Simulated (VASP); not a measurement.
Wanted: the native input for a VASP 6.6.1 run.

* Task: relaxation of shape and atoms at fixed volume
* Functional: PBEsol
* Potentials or basis: VASP PAW PBE potentials, release 64 (B, O)
* Cutoff: 600 eV
* k mesh: 18 × 18 × 4
* Occupations: gaussian, width 0.1 eV
* Spin: no spin polarisation
* Dipole correction: no
* Further INCAR settings: ALGO = Normal; EDIFF = 1e-06; IBRION = 2; EDIFFG = -0.01; NSW = 50; ISIF = 4

The structure of B2O lies in POSCAR:

```
B2O
1.0
    2.5472618169      0.0000000000      0.0000000000
   -1.2736309085      2.2059934435      0.0000000000
    0.0000000000      0.0000000000     10.2966814470
B O
4 2
Direct
    0.0000000000      0.0000000000      0.4141650252
    0.0000000000      0.0000000000      0.5858349748
    0.6666666667      0.3333333333      0.0309257081
    0.3333333333      0.6666666667      0.9690742919
    0.6666666667      0.3333333333      0.3596238530
    0.3333333333      0.6666666667      0.6403761470
```

The input as run:

INCAR

```
SYSTEM = B2O
PREC = Accurate ; ENCUT = 600
EDIFF = 1E-6 ; ISMEAR = 0
SIGMA = 0.1 ; LREAL = .False.
LASPH = .True. ; NELM = 100
ALGO = Normal ; ISIF = 4
LWAVE = .False. ; LCHARG = .False.
GGA = PS ; IBRION = 2
NSW = 50 ; EDIFFG = -0.01
```

KPOINTS

```
regular mesh
0
Gamma
  18 18 4
  0 0 0
```

Potentials or basis: VASP PAW PBE potentials, release 64 (B, O).

The run is started by

```console
$ cat potpaw_PBE.64/B/POTCAR potpaw_PBE.64/O/POTCAR > POTCAR
$ mpirun -np 1 vasp_std > vasp.out
```

It gave:

```
Energy gained by relaxing    : 3.4 meV/atom
Ionic steps                  : 11
Pressure after relaxing      : -0.4 GPa
Largest force after relaxing : 0.005 eV/Å
Band gap on the k mesh       : zero (bands 12 and 13 overlap by 3.45 eV)
```

Caveat: the PAW data sets were made with another functional, which shifts forces and pressure a little; this functional lacks dispersion, which binds layers or chains, so the pressure and a relaxed spacing across them are unreliable.

It took 11 min on 1 thread of Intel(R) Xeon(R) Platinum 8259CL CPU @ 2.50GHz (Skylake/Cascade Lake), with other jobs on the host, peak memory 0.27 GiB.
